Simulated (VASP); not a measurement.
# Ga (Im-3m) in VASP: further runs

The runs below take Ga through single point, relaxation of cell and atoms, with PBE.

Everything below comes from runs of VASP 6.6.1. Logs are shortened: lines on timing, memory, paths and dates and some standing lists are left out, and cuts for length are marked.

## (1) The cell of the first run

It takes space group Im-3m (No. 229, cubic). The conventional cell has a = 3.373 Å, b = 3.373 Å, c = 3.373 Å, α = 90.00°, β = 90.00°, γ = 90.00°. Ga (site symmetry m-3m) has 14 Ga at 2.92 to 3.37 Å within 3.8 Å.

## (2) Single point, PBE

The input, INCAR:

```
  ALGO = Normal
  EDIFF = 1E-6
  ENCUT = 520
  GGA = PE
  ISIF = 2
  ISMEAR = -1
  LASPH = T
  LCHARG = F
  LREAL = F
  LWAVE = F
  NBANDS = 12
  NELM = 60
  PREC = Accurate
  SIGMA = 0.1
```

The input, KPOINTS:

```
k-points
0
Gamma
  13 13 13
```

The input, POSCAR:

```
Ga
1.0
   -1.6864009901      1.6864009901      1.6864009901
    1.6864009901     -1.6864009901      1.6864009901
    1.6864009901      1.6864009901     -1.6864009901
Ga
1
Direct
    0.0000000000      0.0000000000      0.0000000000
```

Potentials or basis: VASP PAW PBE potentials, release 64 (Ga_d).

Run with:

```console
$ cat potpaw_PBE.64/Ga_d/POTCAR > POTCAR
$ mpirun -np 1 vasp_std > vasp.out
```

OUTCAR:

```text
EDIFF = 1E-6
   ENCUT = 520
   GGA = PE
   ISIF = 2
   ISMEAR = -1
   LASPH = T
   LREAL = F
   NELM = 60
   PREC = Accurate

 ion  position               nearest neighbor table
   1  0.000  0.000  0.000-

  LATTYP: Found a body centered cubic cell.
 ALAT       =     3.3728019802

  Lattice vectors:

 A1 = (  -1.6864009901,   1.6864009901,   1.6864009901)
 A2 = (   1.6864009901,  -1.6864009901,   1.6864009901)
 A3 = (   1.6864009901,   1.6864009901,  -1.6864009901)

Analysis of symmetry for initial positions (statically):
=====================================================================
 Subroutine PRICEL returns:
 Original cell was already a primitive cell.

 Routine SETGRP: Setting up the symmetry group for a
 body centered cubic supercell.

 Subroutine GETGRP returns: Found 48 space group operations
 (whereof 48 operations were pure point group operations)
 out of a pool of 48 trial point group operations.

The static configuration has the point symmetry O_h .

Analysis of symmetry for dynamics (positions and initial velocities):
=====================================================================
 Subroutine PRICEL returns:
 Original cell was already a primitive cell.

 Routine SETGRP: Setting up the symmetry group for a
 body centered cubic supercell.

 Subroutine GETGRP returns: Found 48 space group operations
 (whereof 48 operations were pure point group operations)
 out of a pool of 48 trial point group operations.

The dynamic configuration has the point symmetry O_h .

 Subroutine INISYM returns: Found 48 space group operations
 (whereof 48 operations are pure point group operations),
 and found     1 'primitive' translations

----------------------------------------------------------------------------------------

                                     Primitive cell

  volume of cell :      19.1841

  direct lattice vectors                    reciprocal lattice vectors
    -1.686400990  1.686400990  1.686400990     0.000000000  0.296489389  0.296489389
     1.686400990 -1.686400990  1.686400990     0.296489389  0.000000000  0.296489389
     1.686400990  1.686400990 -1.686400990     0.296489389  0.296489389  0.000000000

  length of vectors
     2.920932197  2.920932197  2.920932197     0.419299316  0.419299316  0.419299316

  position of ions in fractional coordinates (direct lattice)
     0.000000000  0.000000000  0.000000000

  ion indices of the primitive-cell ions
   primitive index   ion index
                 1           1

----------------------------------------------------------------------------------------

 KPOINTS: k-points

Automatic generation of k-mesh.
 Grid dimensions read from file:
 generate k-points for:   13   13   13

 Generating k-lattice:

  Cartesian coordinates                     Fractional coordinates (reciprocal lattice)
     0.000000000  0.022806876  0.022806876     0.076923077  0.000000000  0.000000000
     0.022806876  0.000000000  0.022806876     0.000000000  0.076923077  0.000000000
     0.022806876  0.022806876  0.000000000     0.000000000  0.000000000  0.076923077

  Length of vectors
     0.032253794  0.032253794  0.032253794

  Shift w.r.t. Gamma in fractional coordinates (k-lattice)
     0.000000000  0.000000000  0.000000000

 Subroutine IBZKPT returns following result:
 ===========================================

 Found     84 irreducible k-points:

 Following reciprocal coordinates:
            Coordinates               Weight
  0.000000  0.000000  0.000000      1.000000
  0.076923  0.000000  0.000000     12.000000
  0.153846  0.000000  0.000000     12.000000
  0.230769  0.000000  0.000000     12.000000
  0.307692  0.000000  0.000000     12.000000
  0.384615  0.000000  0.000000     12.000000
[... 16 lines left out ...]
  0.153846  0.076923  0.076923     24.000000
  0.230769  0.076923  0.076923     24.000000
 [... further k-points ...]
   k-points           NKPTS =     84   k-points in BZ     NKDIM =     84   number of bands    NBANDS=     12
   number of dos      NEDOS =    301   number of ions     NIONS =      1
   total plane-waves  NPLWV =  13824
   dimension x,y,z NGX =    24 NGY =   24 NGZ =   24
   dimension x,y,z NGXF=    48 NGYF=   48 NGZF=   48
   ions per type =               1
   NGX,Y,Z   is equivalent  to a cutoff of  13.66, 13.66, 13.66 a.u.
   NGXF,Y,Z  is equivalent  to a cutoff of  27.32, 27.32, 27.32 a.u.
 SYSTEM =  unknown system
   PREC   = accura    normal or accurate (medium, high low for compatibility)
   ISTART =      0    job   : 0-new  1-cont  2-samecut
   ICHARG =      2    charge: 1-file 2-atom 10-const
   ISPIN  =      1    spin polarized calculation?
   LNONCOLLINEAR =      F non collinear calculations
   LSORBIT =      F    spin-orbit coupling
   LASPH  =      T    aspherical Exc in radial PAW
   ENCUT  =  520.0 eV  38.22 Ry    6.18 a.u.   5.43  5.43  5.43*2*pi/ulx,y,z
   NELM   =     60;   NELMIN=  2; NELMDL= -5     # of ELM steps
   EDIFF  = 0.1E-05   stopping-criterion for ELM
   LREAL  =      F    real-space projection
   EDIFFG = 0.1E-04   stopping-criterion for IOM
   NSW    =      0    number of steps for IOM
   IBRION =     -1    ionic relax: 0-MD 1-quasi-New 2-CG
   NFREE  =      0    steps in history (QN), initial steepest desc. (CG)
   ISIF   =      2    stress and relaxation
   ISYM   =      2    0-nonsym 1-usesym 2-fastsym
   POTIM  = 0.5000    time-step for ionic-motion
   TEBEG  =    0.0;   TEEND  =   0.0 temperature during run
   PSTRESS=    0.0 pullay stress
   NELECT =      13.0000    total number of electrons
   NUPDOWN=      -1.0000    fix difference up-down
   EMIN   =  10.00;   EMAX   =-10.00  energy-range for DOS
   EFERMI =   0.00;   METHOD = LEGACY
   ISMEAR =    -1;   SIGMA  =   0.10  broadening in eV -4-tet -1-fermi 0-gaus
   EFERMI_NEDOS =   21; number of points for ismear=-14 and -15
   IALGO  =     38    algorithm
   IMIX   =      4    mixing-type and parameters
     AMIX     =   0.40;   BMIX     =  1.00
     AMIX_MAG =   1.60;   BMIX_MAG =  1.00
  volume/ion in A,a.u.               =      19.18       129.46
  Fermi-wavevector in a.u.,A,eV,Ry     =   1.437943  2.717319 28.132508  2.067681
  Thomas-Fermi vector in A             =   2.556965
   LORBIT       =      0    0 simple, 1 ext, 2 COOP (PROOUT), +10 PAW based schemes
   GGA     = PE    functional components
   LHFCALC =     F    Hartree Fock is set to
   AEXX    =    0.0000 exact exchange contribution
   IVDW    =     0    specifies the selected vdW correction
   LEPSILON=     F    determine dielectric tensor
   LRPA    =     F    only Hartree local field effects (RPA)
 non-spin polarized calculation
  energy-cutoff  :      520.00
  volume of cell :       19.18
 maximum number of plane-waves:       537
 NGX is ok and might be reduce to    24
   NGX = 11   NGY = 11   NGZ = 11

 number of electron      12.9999990 magnetization

 Free energy of the ion-electron system (eV)
  ---------------------------------------------------
  ext. energy  EPLUGINS =         0.00000000
  ---------------------------------------------------
  free energy    TOTEN  =        -2.88024063 eV

  energy without entropy =       -2.86767796  energy(sigma->0) =       -2.87395929

 E-fermi :   5.4150     XC(G=0): -10.9387

 val. band max:        5.3745984977   @ k =  -0.3846  -0.3846   0.0769
 cond. band min:       5.4436848040   @ k =  -0.3846   0.3846   0.1538
 fundamental gap:      0.0690863064
 Fermi energy:         5.4149782809

 k-point     1 :       0.0000    0.0000    0.0000
  band No.  band energies     occupation
      1      -9.5121      2.00000
      2      -9.5121      2.00000
      3      -9.5121      2.00000
      4      -9.3323      2.00000
      5      -9.3323      2.00000
      6      -5.5083      2.00000
      7      17.7730      0.00000
      8      17.7730      0.00000
      9      17.7730      0.00000
     10      22.4118      0.00000
     11      22.4118      0.00000
     12      22.4118      0.00000

 k-point     2 :       0.0769    0.0000    0.0000
  band No.  band energies     occupation
      1      -9.5167      2.00000
      2      -9.5087      2.00000
      3      -9.4960      2.00000
      4      -9.3370      2.00000
      5      -9.3323      2.00000
      6      -5.3493      2.00000
      7      16.3549      0.00000
      8      17.0472      0.00000
      9      17.5173      0.00000
     10      20.7936      0.00000
     11      20.9582      0.00000
     12      22.3129      0.00000

 k-point     3 :       0.1538    0.0000    0.0000
  band No.  band energies     occupation
      1      -9.5294      2.00000
      2      -9.5032      2.00000
      3      -9.4510      2.00000
      4      -9.3481      2.00000
      5      -9.3324      2.00000
      6      -4.8697      2.00000
      7      13.4712      0.00000
      8      15.7208      0.00000
      9      16.8331      0.00000
     10      19.4637      0.00000
     11      19.5580      0.00000
     12      22.1509      0.00000

 k-point     4 :       0.2308    0.0000    0.0000
  band No.  band energies     occupation
      1      -9.5474      2.00000
      2      -9.5064      2.00000
      3      -9.3866      2.00000
      4      -9.3568      2.00000
      5      -9.3322      2.00000
      6      -4.0643      2.00000
      7      10.4066      0.00000
      8      14.4594      0.00000
      9      15.9872      0.00000
     10      18.4448      0.00000
     11      18.4820      0.00000
     12      22.6552      0.00000

 k-point     5 :       0.3077    0.0000    0.0000
  band No.  band energies     occupation
      1      -9.5665      2.00000
      2      -9.5244      2.00000
      3      -9.3555      2.00000
      4      -9.3319      2.00000
      5      -9.3170      2.00000
      6      -2.9323      2.00000
      7       7.4982      0.00000
      8      13.4438      0.00000
      9      15.2265      0.00000
     10      17.6169      0.00000
     11      17.7623      0.00000
     12      23.6321      0.00000
[... 228 lines left out ...]
      1      -9.5652      2.00000
      2      -9.4455      2.00000
      3      -9.4005      2.00000
      4      -9.3291      2.00000
      5      -9.3015      2.00000
      6       1.9746      2.00000
      7       4.1014      2.00000
      8       4.9667      1.97765
      9      12.5189      0.00000
     10      20.8979      0.00000
     11      21.7901      0.00000
     12      23.4593      0.00000

 k-point    22 :       0.0769    0.0769    0.0769
  band No.  band energies     occupation
      1      -9.5236      2.00000
      2      -9.5236      2.00000
      3      -9.4201      2.00000
      4      -9.3410      2.00000
      5      -9.3410      2.00000
      6      -4.5475      2.00000
      7      12.8291      0.00000
      8      14.4940      0.00000
      9      14.4940      0.00000
     10      20.8431      0.00000
     11      20.8431      0.00000
     12      23.9027      0.00000

 k-point    23 :       0.1538    0.0769    0.0769
  band No.  band energies     occupation
      1      -9.5417      2.00000
      2      -9.5199      2.00000
      3      -9.3722      2.00000
      4      -9.3488      2.00000
      5      -9.3369      2.00000
      6      -3.7399      2.00000
      7      10.4577      0.00000
      8      12.5432      0.00000
      9      13.4172      0.00000
     10      20.8894      0.00000
     11      21.0189      0.00000
     12      23.4993      0.00000

 k-point    24 :       0.2308    0.0769    0.0769
  band No.  band energies     occupation
      1      -9.5596      2.00000
      2      -9.5222      2.00000
      3      -9.3530      2.00000
      4      -9.3337      2.00000
      5      -9.3213      2.00000
      6      -2.6078      2.00000
      7       7.7274      0.00000
      8      11.3840      0.00000
      9      12.5636      0.00000
     10      20.3986      0.00000
     11      20.6858      0.00000
     12      24.1178      0.00000

 [... further k-points ...]

------------------------ aborting loop because EDIFF is reached ----------------------------------------

  FORCE on cell =-STRESS in cart. coord.  units (eV):
  Direction    XX          YY          ZZ          XY          YZ          ZX
  --------------------------------------------------------------------------------------
  -------------------------------------------------------------------------------------
  Total        0.0079673      0.0079673      0.0079673      0.0000000     -0.0000000      0.0000000
  in kB        0.6653944      0.6653944      0.6653944      0.0000000     -0.0000000      0.0000000
  external PRESSURE =       0.6653944 kB  Pullay stress =       0.0000000 kB

 VOLUME and BASIS-vectors are now :
 -----------------------------------------------------------------------------
  energy-cutoff  :      520.00
  volume of cell :       19.18
      direct lattice vectors                 reciprocal lattice vectors
    -1.686400990  1.686400990  1.686400990     0.000000000  0.296489389  0.296489389
     1.686400990 -1.686400990  1.686400990     0.296489389  0.000000000  0.296489389
     1.686400990  1.686400990 -1.686400990     0.296489389  0.296489389  0.000000000

 POSITION                                       TOTAL-FORCE (eV/Angst)
 -----------------------------------------------------------------------------------
      0.00000      0.00000      0.00000        -0.000000      0.000000     -0.000000
 -----------------------------------------------------------------------------------
    total drift:                                0.000000      0.000000     -0.000000

  FREE ENERGIE OF THE ION-ELECTRON SYSTEM (eV)
  ---------------------------------------------------
  free  energy   TOTEN  =        -2.8802406259 eV

  energy  without entropy=       -2.8676779616  energy(sigma->0) =       -2.87395929
```

Wall time 19 s (1 thread of Intel Xeon 8259CL, shared host); peak memory 0.15 GiB.

What came out:

| Property | Result |
| --- | --- |
| Free energy | -2.8802 eV |
| Pressure | 0.1 GPa |

## (3) Single point, PBE (volume scaled by 0.88)

The input, INCAR:

```
SYSTEM = Ga
PREC = Accurate
ENCUT = 520
EDIFF = 1E-7
ISMEAR = -1
SIGMA = 0.1
LREAL = .FALSE.
LASPH = .TRUE.
NELM = 80
ALGO = Normal
ISIF = 2
LWAVE = .FALSE.
LCHARG = .TRUE.
GGA = PE
LELF = .TRUE.
LVHAR = .TRUE.
NBANDS = 12
```

The input, KPOINTS:

```
regular mesh
0
G
  21 21 21
  0 0 0
```

The input, POSCAR:

```
Ga
1.0
   -1.6160510382      1.6160510382      1.6160510382
    1.6160510382     -1.6160510382      1.6160510382
    1.6160510382      1.6160510382     -1.6160510382
Ga
1
Direct
    0.0000000000      0.0000000000      0.0000000000
```

Potentials or basis: VASP PAW PBE potentials, release 64 (Ga_d).

Run with:

```console
$ cat potpaw_PBE.64/Ga_d/POTCAR > POTCAR
$ mpirun -np 1 vasp_std > vasp.out
```

OUTCAR:

```text
SYSTEM = Ga
   PREC = Accurate
   ENCUT = 520
   EDIFF = 1E-7
   ISMEAR = -1
   LREAL = .FALSE.
   LASPH = .TRUE.
   NELM = 80
   ISIF = 2
   GGA = PE

 ion  position               nearest neighbor table
   1  0.000  0.000  0.000-

  LATTYP: Found a body centered cubic cell.
 ALAT       =     3.2321020764

  Lattice vectors:

 A1 = (  -1.6160510382,   1.6160510382,   1.6160510382)
 A2 = (   1.6160510382,  -1.6160510382,   1.6160510382)
 A3 = (   1.6160510382,   1.6160510382,  -1.6160510382)

Analysis of symmetry for initial positions (statically):
=====================================================================
 Subroutine PRICEL returns:
 Original cell was already a primitive cell.

 Routine SETGRP: Setting up the symmetry group for a
 body centered cubic supercell.

 Subroutine GETGRP returns: Found 48 space group operations
 (whereof 48 operations were pure point group operations)
 out of a pool of 48 trial point group operations.

The static configuration has the point symmetry O_h .

Analysis of symmetry for dynamics (positions and initial velocities):
[... 165 lines left out ...]
  band No.  band energies     occupation
      1      -8.4052      2.00000
      2      -8.4052      2.00000
      3      -8.4052      2.00000
      4      -8.1620      2.00000
      5      -8.1620      2.00000
      6      -5.2822      2.00000
      7      20.6485      0.00000
      8      20.6485      0.00000
      9      20.6485      0.00000
     10      25.0068      0.00000
     11      25.0112      0.00000
     12      25.0276      0.00000
[... 331 lines left out ...]
 k-point    24 :       0.1905    0.0952   -0.0000
  band No.  band energies     occupation
      1      -8.4515      2.00000
      2      -8.4064      2.00000
      3      -8.2251      2.00000
      4      -8.2010      2.00000
      5      -8.1617      2.00000
      6      -3.3770      2.00000
      7      12.0403      0.00000
      8      14.7359      0.00000
      9      17.2036      0.00000
     10      21.2918      0.00000
     11      22.7070      0.00000
     12      24.5640      0.00000

 [... further k-points ...]

------------------------ aborting loop because EDIFF is reached ----------------------------------------

  FORCE on cell =-STRESS in cart. coord.  units (eV):
  Direction    XX          YY          ZZ          XY          YZ          ZX
  --------------------------------------------------------------------------------------
  -------------------------------------------------------------------------------------
  Total        0.9102928      0.9102928      0.9102928     -0.0000000      0.0000000      0.0000000
  in kB       86.3905982     86.3905982     86.3905982     -0.0000000      0.0000000      0.0000000
  external PRESSURE =      86.3905982 kB  Pullay stress =       0.0000000 kB

 VOLUME and BASIS-vectors are now :
 -----------------------------------------------------------------------------
  energy-cutoff  :      520.00
  volume of cell :       16.88
      direct lattice vectors                 reciprocal lattice vectors
    -1.616051038  1.616051038  1.616051038     0.000000000  0.309396169  0.309396169
     1.616051038 -1.616051038  1.616051038     0.309396169  0.000000000  0.309396169
     1.616051038  1.616051038 -1.616051038     0.309396169  0.309396169  0.000000000

 POSITION                                       TOTAL-FORCE (eV/Angst)
 -----------------------------------------------------------------------------------
      0.00000      0.00000      0.00000         0.000000      0.000000      0.000000
 -----------------------------------------------------------------------------------
    total drift:                                0.000000      0.000000      0.000000

  FREE ENERGIE OF THE ION-ELECTRON SYSTEM (eV)
  ---------------------------------------------------
  free  energy   TOTEN  =        -2.8231169144 eV

  energy  without entropy=       -2.8106621547  energy(sigma->0) =       -2.81688953
```

OSZICAR:

```text
N       E                     dE             d eps       ncg     rms          rms(c)
DAV:   1     0.434770632893E+02    0.43477E+02   -0.66732E+03  7504   0.194E+03
DAV:   2    -0.830142568660E+00   -0.44307E+02   -0.42604E+02  7184   0.264E+02
DAV:   3    -0.284037826766E+01   -0.20102E+01   -0.20048E+01  7880   0.451E+01
DAV:   4    -0.285596212028E+01   -0.15584E-01   -0.15581E-01  7908   0.418E+00
DAV:   5    -0.285612173130E+01   -0.15961E-03   -0.15961E-03  7948   0.408E-01    0.925E-01
DAV:   6    -0.283015457953E+01    0.25967E-01   -0.39212E-02  8324   0.424E+00    0.453E-01
DAV:   7    -0.282384154170E+01    0.63130E-02   -0.74329E-03  9884   0.152E+00    0.117E-01
DAV:   8    -0.282311458635E+01    0.72696E-03   -0.65664E-04  8324   0.462E-01    0.772E-03
DAV:   9    -0.282311594576E+01   -0.13594E-05   -0.68403E-06  9548   0.399E-02    0.333E-03
DAV:  10    -0.282311694276E+01   -0.99701E-06   -0.31429E-07  7796   0.575E-03    0.280E-04
DAV:  11    -0.282311691442E+01    0.28348E-07   -0.32708E-09  5232   0.634E-04
   1 F= -.28231169E+01 E0= -.28168895E+01  d E =-.124548E-01
```

stdout:

```text
POSCAR found type information on POSCAR Ga
 POSCAR found :  1 types and       1 ions
 scaLAPACK will be used
 LDA part: xc-table for (Slater+PW92), standard interpolation
 POSCAR, INCAR and KPOINTS ok, starting setup
 FFT: planning ... GRIDC
 FFT: planning ... GRID_SOFT
 FFT: planning ... GRID
 WAVECAR not read
 entering main loop
```

Run time: 53 s. Hardware: 1 thread of Intel Xeon 8259CL, shared host; peak memory 0.18 GiB.

What came out:

| Quantity | Value |
| --- | --- |
| Free energy | -2.8231 eV |
| Pressure | 8.6 GPa |

Levels at points of the mesh, in eV from the Fermi level:
| k point | band 2 | band 3 | band 4 | band 5 | band 6 | band 7 | band 8 | band 9 | band 10 | band 11 |
| --- | --- | --- | --- | --- | --- | --- | --- | --- | --- | --- |
| (0.00, 0.00, 0.00) | -15.07 | -15.07 | -14.83 | -14.83 | -11.95 | 13.98 | 13.98 | 13.98 | 18.34 | 18.34 |

[end of part 1 of 2]
